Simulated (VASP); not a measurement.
# Si2O in VASP: a series of runs

Si2O is run at these levels: PBE; tasks: single point, relaxation of cell and atoms.

All numbers are computed with VASP 6.6.1; they aren't measurements. Logs are shortened: lines on timing, memory, paths and dates and some standing lists are left out, and cuts for length are marked.

## (1) The cell of the first run

Symmetry: P6/mmm, No. 191, hexagonal system. The conventional cell has a = 3.900 Å, b = 3.900 Å, c = 2.982 Å, α = 90.00°, β = 90.00°, γ = 120.00°. Within 3.6 Å of O (site symmetry 6/mmm) lie 12 Si at 2.70 Å and 2 O at 2.98 Å. Within 3.0 Å of Si (site symmetry -6m2) lie 5 Si at 2.25 to 2.98 Å and 6 O at 2.70 Å.

## (2) Single point, PBE

INCAR reads:

```
PREC = Accurate
ENCUT = 520
EDIFF = 1E-6
ISMEAR = 1
SIGMA = 0.0159
LREAL = F
LASPH = T
NELM = 80
ALGO = Normal
ISIF = 2
LWAVE = F
LCHARG = F
GGA = PE
NBANDS = 14
```

KPOINTS reads:

```
Automatic mesh
0
Gamma
  12 12 6
```

POSCAR reads:

```
Si2O
1.0
    3.9003315364     -0.0000003340      0.0000000000
   -1.9501654790      3.3777863607      0.0000000000
    0.0000000000      0.0000000000      2.9822613621
O Si
1 2
Direct
    0.0000000000      0.0000000000      0.0000000000
    0.3333333333      0.6666666667      0.5000000000
    0.6666666667      0.3333333333      0.5000000000
```

Potentials or basis: VASP PAW PBE potentials, release 64 (O, Si).

Run with:

```sh
$ cat potpaw_PBE.64/O/POTCAR potpaw_PBE.64/Si/POTCAR > POTCAR
$ mpirun -np 1 vasp_std > vasp.out
```

OUTCAR:

```text
PREC = Accurate
   ENCUT = 520
   EDIFF = 1E-6
   ISMEAR = 1
   LREAL = F
   LASPH = T
   NELM = 80
   ISIF = 2
   GGA = PE

 ion  position               nearest neighbor table
   1  0.000  0.000  0.000-
   2  0.333  0.667  0.500-   3 2.25   3 2.25   3 2.25
   3  0.667  0.333  0.500-   2 2.25   2 2.25   2 2.25

  LATTYP: Found a hexagonal cell.
 ALAT       =     3.9003315364
 C/A-ratio  =     0.7646174009

  Lattice vectors:

 A1 = (   3.9003315364,  -0.0000003340,   0.0000000000)
 A2 = (  -1.9501654790,   3.3777863607,   0.0000000000)
 A3 = (   0.0000000000,   0.0000000000,   2.9822613621)

Analysis of symmetry for initial positions (statically):
=====================================================================
 Subroutine PRICEL returns:
 Original cell was already a primitive cell.

 Routine SETGRP: Setting up the symmetry group for a
 hexagonal supercell.

 Subroutine GETGRP returns: Found 24 space group operations
 (whereof 24 operations were pure point group operations)
 out of a pool of 24 trial point group operations.

The static configuration has the point symmetry D_6h.

Analysis of symmetry for dynamics (positions and initial velocities):
=====================================================================
 Subroutine PRICEL returns:
 Original cell was already a primitive cell.

 Routine SETGRP: Setting up the symmetry group for a
 hexagonal supercell.

 Subroutine GETGRP returns: Found 24 space group operations
 (whereof 24 operations were pure point group operations)
 out of a pool of 24 trial point group operations.

The dynamic configuration has the point symmetry D_6h.

 Subroutine INISYM returns: Found 24 space group operations
 (whereof 24 operations are pure point group operations),
 and found     1 'primitive' translations

----------------------------------------------------------------------------------------

                                     Primitive cell

  volume of cell :      39.2898

  direct lattice vectors                    reciprocal lattice vectors
     3.900331536 -0.000000334  0.000000000     0.256388474  0.148025925  0.000000000
    -1.950165479  3.377786361  0.000000000     0.000000025  0.296051894  0.000000000
     0.000000000  0.000000000  2.982261362     0.000000000  0.000000000  0.335316016

  length of vectors
[... 94 lines left out ...]
   PSTRESS=    0.0 pullay stress
   NELECT =      14.0000    total number of electrons
   NUPDOWN=      -1.0000    fix difference up-down
   EMIN   =  10.00;   EMAX   =-10.00  energy-range for DOS
   EFERMI =   0.00;   METHOD = LEGACY
   ISMEAR =     1;   SIGMA  =   0.02  broadening in eV -4-tet -1-fermi 0-gaus
   EFERMI_NEDOS =   21; number of points for ismear=-14 and -15
   IALGO  =     38    algorithm
   IMIX   =      4    mixing-type and parameters
     AMIX     =   0.40;   BMIX     =  1.00
     AMIX_MAG =   1.60;   BMIX_MAG =  1.00
  volume/ion in A,a.u.               =      13.10        88.38
  Fermi-wavevector in a.u.,A,eV,Ry     =   1.160623  2.193259 18.327660  1.347045
  Thomas-Fermi vector in A             =   2.297203
   LORBIT       =      0    0 simple, 1 ext, 2 COOP (PROOUT), +10 PAW based schemes
   GGA     = PE    functional components
   LHFCALC =     F    Hartree Fock is set to
   AEXX    =    0.0000 exact exchange contribution
   IVDW    =     0    specifies the selected vdW correction
   LEPSILON=     F    determine dielectric tensor
   LRPA    =     F    only Hartree local field effects (RPA)
 non-spin polarized calculation
 Methfessel and Paxton  Order N= 1 SIGMA  =   0.02
  energy-cutoff  :      520.00
  volume of cell :       39.29
 maximum number of plane-waves:      1080
 NGX is ok and might be reduce to    30
   NGX = 15   NGY = 15   NGZ = 11

 number of electron      13.9999998 magnetization

 Free energy of the ion-electron system (eV)
  ---------------------------------------------------
  ext. energy  EPLUGINS =         0.00000000
  ---------------------------------------------------
  free energy    TOTEN  =       -14.56436329 eV

  energy without entropy =      -14.56436615  energy(sigma->0) =      -14.56436425

 E-fermi :   7.0340     XC(G=0): -10.9094

 val. band max:        7.0126129770   @ k =   0.2500   0.1667   0.5000
 cond. band min:       7.0418386747   @ k =   0.3333   0.0000   0.1667
 fundamental gap:      0.0292256977
 Fermi energy:         7.0340141540

 k-point     1 :       0.0000    0.0000    0.0000
  band No.  band energies     occupation
      1     -10.5751      2.00000
      2      -3.1164      2.00000
      3       3.7358      2.00000
      4       3.7358      2.00000
      5       4.9955      2.00000
      6       4.9955      2.00000
      7       5.2472      2.00000
      8       6.7676      2.00000
      9      11.3688      0.00000
     10      12.4557      0.00000
     11      13.0869      0.00000
     12      13.0869      0.00000
     13      18.1009      0.00000
     14      20.3881      0.00000
[... 377 lines left out ...]
      1     -10.1052      2.00000
      2      -3.0220      2.00000
      3       0.8128      2.00000
      4       2.5353      2.00000
      5       4.5225      2.00000
      6       5.9659      2.00000
      7       7.0418      0.26853
      8       8.8316      0.00000
      9      10.0043      0.00000
     10      12.5141      0.00000
     11      14.3039      0.00000
     12      14.4380      0.00000
     13      17.5270      0.00000
     14      17.8063      0.00000

 [... further k-points ...]

------------------------ aborting loop because EDIFF is reached ----------------------------------------

  FORCE on cell =-STRESS in cart. coord.  units (eV):
  Direction    XX          YY          ZZ          XY          YZ          ZX
  --------------------------------------------------------------------------------------
  -------------------------------------------------------------------------------------
  Total        1.1792889      1.1792889      1.1962349     -0.0000000     -0.0000000      0.0000000
  in kB       48.0896287     48.0896287     48.7806606     -0.0000000     -0.0000000      0.0000000
  external PRESSURE =      48.3199726 kB  Pullay stress =       0.0000000 kB

 VOLUME and BASIS-vectors are now :
 -----------------------------------------------------------------------------
  energy-cutoff  :      520.00
  volume of cell :       39.29
      direct lattice vectors                 reciprocal lattice vectors
     3.900331536 -0.000000334  0.000000000     0.256388474  0.148025925  0.000000000
    -1.950165479  3.377786361  0.000000000     0.000000025  0.296051894  0.000000000
     0.000000000  0.000000000  2.982261362     0.000000000  0.000000000  0.335316016

 POSITION                                       TOTAL-FORCE (eV/Angst)
 -----------------------------------------------------------------------------------
      0.00000      0.00000      0.00000         0.000000      0.000000     -0.000000
      0.00000      2.25186      1.49113        -0.000000      0.000000      0.000000
      1.95017      1.12593      1.49113         0.000000     -0.000000     -0.000000
 -----------------------------------------------------------------------------------
    total drift:                                0.000000     -0.000000      0.000000

  FREE ENERGIE OF THE ION-ELECTRON SYSTEM (eV)
  ---------------------------------------------------
  free  energy   TOTEN  =       -14.5643632913 eV

  energy  without entropy=      -14.5643661546  energy(sigma->0) =      -14.56436425
```

stdout:

```text
POSCAR found type information on POSCAR O Si
 POSCAR found :  2 types and       3 ions
 scaLAPACK will be used
 LDA part: xc-table for (Slater+PW92), standard interpolation
 POSCAR, INCAR and KPOINTS ok, starting setup
 FFT: planning ... GRIDC
 FFT: planning ... GRID_SOFT
 FFT: planning ... GRID
 WAVECAR not read
 entering main loop
```

It took 32 s on 1 thread of Intel Xeon 8259CL, shared host; peak memory 0.17 GiB.

What came out:

```
Free energy            : -14.5644 eV
Pressure               : 4.8 GPa
Band gap on the k mesh : zero (bands 7 and 8 overlap by 1.72 eV)
```

Caveat: the cell stands under pressure.

## (3) Relaxation of cell and atoms, PBE, target pressure 5 GPa, at which the enthalpy is minimised

This run uses another cell than the first one, of 12.63 Å³/atom.

INCAR reads:

```
ALGO = Normal ; EDIFF = 1E-7
EDIFFG = -0.03 ; ENCUT = 600
GGA = PE ; IBRION = 2
ISIF = 3 ; ISMEAR = 1
LASPH = True ; LCHARG = False
LREAL = False ; LWAVE = False
NELM = 60 ; NSW = 60
PREC = Accurate ; PSTRESS = 50.0
SIGMA = 0.0159
```

KPOINTS reads:

```
k-points
0
Gamma
  12 12 6
```

POSCAR reads:

```
Si2O
1.0
    3.3713770000      0.0000000000      0.0000000000
   -1.6856880000      2.9197000000      0.0000000000
    0.0000000000      0.0000000000      3.8500360000
O Si
1 2
Direct
    0.0000000000      0.0000000000      0.0000000000
    0.3333000000      0.6667000000      0.5000000000
    0.6666000000      0.3333000000      0.5000000000
```

Potentials or basis: VASP PAW PBE potentials, release 64 (O, Si).

Run with:

```sh
$ cat potpaw_PBE.64/O/POTCAR potpaw_PBE.64/Si/POTCAR > POTCAR
$ mpirun -np 1 vasp_std > vasp.out
```

Run time: 13 min. Hardware: 1 thread of Intel Xeon 8259CL, shared host; peak memory 0.24 GiB.

Results (log left out):

- Free energy: -14.5577 eV
- Relaxed volume: 13.06 Å³/atom
- Relaxed cell: a = 3.896 Å, b = 3.896 Å, c = 2.981 Å, α = 90.00°, β = 90.00°, γ = 120.00°
- Space group after relaxing (to 0.1 Å): P6/mmm (No. 191)
- Energy change on relaxing (the run minimises the enthalpy): -1036.1 meV/atom
- Ionic steps: 15
- Pressure after relaxing: 5.1 GPa
- Largest force after relaxing: 0.005 eV/Å
- Band gap on the k mesh: zero (bands 7 and 8 overlap by 1.73 eV)

Forces on the atoms (eV/Å):
```
O    0.001  0.000  0.000
Si  -0.001 -0.004  0.000
Si  -0.001  0.004  0.000
```

Step by step:
```tsv
step	energy change (eV)	largest force (eV/Å)	pressure (GPa)	volume (Å³)
1	0.0000	0.0102	59.48	37.90
2	-1.0184	0.0024	-20.54	63.79
3	-2.9070	0.0130	-4.56	48.79
4	-2.9008	0.0130	-2.39	48.04
5	-2.8904	0.0130	-1.18	47.65
6	-3.0498	0.0243	1.49	44.51
7	-3.0970	0.0472	4.62	41.84
8	-2.9571	0.0781	14.50	36.52
9	-3.0771	0.0840	8.68	39.11
10	-3.0629	0.0856	9.77	38.56
11	-3.0981	0.1566	0.26	39.87
12	-3.1079	0.0499	5.08	39.17
13	-3.1076	0.0476	5.17	39.16
14	-3.1094	0.0994	4.97	39.23
15	-3.1084	0.0045	5.10	39.18
```

Final structure:
```
O Si
1.0
     3.89616    0.00000    0.00000
    -1.94808    3.37381    0.00000
     0.00000    0.00000    2.98096
O Si
1 2
Direct
  0.00004 0.00000 0.00000
  0.33327 0.66668 0.50000
  0.66659 0.33332 0.50000
```

Levels at points of the mesh, in eV from the Fermi level:
```csv
k point,band 3,band 4,band 5,band 6,band 7,band 8,band 9,band 10,band 11
"(0.00, 0.00, 0.00)",-3.31,-3.31,-2.04,-2.04,-1.80,-0.24,4.34,5.41,6.06
"(0.50, 0.00, 0.00)",-7.15,-5.11,-1.36,-0.45,0.60,1.85,4.49,6.94,7.01
"(0.00, 0.50, 0.00)",-7.15,-5.11,-1.36,-0.45,0.60,1.85,4.49,6.94,7.01
"(0.00, 0.00, 0.50)",-3.92,-2.24,-2.24,-1.18,-0.53,-0.53,3.70,3.92,3.92
"(0.50, 0.00, 0.50)",-6.83,-5.53,-2.70,-1.94,-1.80,-0.99,1.67,5.62,7.73
"(0.00, 0.50, 0.50)",-6.83,-5.53,-2.70,-1.94,-1.80,-0.99,1.67,5.62,7.73
```

Caveat: the cell is relaxed towards a set pressure, so the run minimises the enthalpy, not the energy; a cell axis changed by over 15 % at a fixed basis, so the end point is rough.
